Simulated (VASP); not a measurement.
Set up this calculation in VASP 6.6.1, as the native input.

| Property | Result |
| --- | --- |
| Task | single point |
| Functional | r2SCAN |
| Potentials or basis | VASP PAW PBE potentials, release 64 (C) |
| Cutoff | 520 eV |
| k mesh | 10 × 10 × 1 |
| Occupations | fermi-dirac, width 0.02 eV |
| Spin | no spin polarisation |
| Dipole correction | yes |
| Further INCAR settings | ALGO = Normal; EDIFF = 1e-06; NBANDS = 21 |

The system is C, a slab with vacuum.

```
C
1.0
     2.51745    0.00000    0.00000
     0.00000    2.51745    0.00000
     0.00000    0.00000   15.29500
C
6
Cartesian
  1.8881 0.0000 5.5000
  0.6294 0.0000 6.2772
  0.6294 1.2587 7.2186
  1.8881 1.2587 8.0764
  1.8881 0.0000 9.0178
  0.6294 0.0000 9.7950
```

One way to write it, as run:

POSCAR

```
C
1.0
    2.5174486404      0.0000000000      0.0000000000
    0.0000000000      2.5174486404      0.0000000000
    0.0000000000      0.0000000000     15.2950000000
C
6
Direct
    0.7500000000      0.0000000000      0.3595941435
    0.2500000000      0.0000000000      0.4104058885
    0.2500000000      0.5000000000      0.4719573936
    0.7500000000      0.5000000000      0.5280426058
    0.7500000000      0.0000000000      0.5895941120
    0.2500000000      0.0000000000      0.6404058565
```

INCAR.step1

```
PREC = Accurate
ENCUT = 520
ISMEAR = -1
SIGMA = 0.02
LREAL = F
LASPH = T
NELM = 100
LDIPOL = T
IDIPOL = 3
DIPOL = 0.5 0.5 0.500
NBANDS = 21
GGA = PE
ALGO = Normal
EDIFF = 1E-4
LWAVE = T
LCHARG = F
```

INCAR.step2

```
PREC = Accurate
ENCUT = 520
EDIFF = 1E-6
ISMEAR = -1
SIGMA = 0.02
LREAL = F
LASPH = T
NELM = 100
ALGO = Normal
ISIF = 2
LWAVE = F
LCHARG = F
LDIPOL = T
IDIPOL = 3
DIPOL = 0.5 0.5 0.500
METAGGA = R2SCAN
LMIXTAU = T
NBANDS = 21
ISTART = 1
```

KPOINTS

```
regular mesh
0
Gamma
  10 10 1
```

Potentials or basis: VASP PAW PBE potentials, release 64 (C).

Command:

```bash
$ cat potpaw_PBE.64/C/POTCAR > POTCAR
$ cp INCAR.step1 INCAR
$ mpirun -np 1 vasp_std > vasp.out
$ cp INCAR.step2 INCAR
$ mpirun -np 1 vasp_std > vasp.out
```

Results of the run:

```yaml
Largest_force: 0.068 eV/Å
Band_gap_on_the_k_mesh: zero (bands 12 and 13 overlap by 0.86 eV)
```

Caveat: the PAW data sets were made with another functional, which shifts forces and pressure a little.

Wall time 6.8 min on 1 thread of Intel(R) Xeon(R) Platinum 8259CL CPU @ 2.50GHz (Skylake/Cascade Lake), with other jobs on the host, peak memory 0.23 GiB.
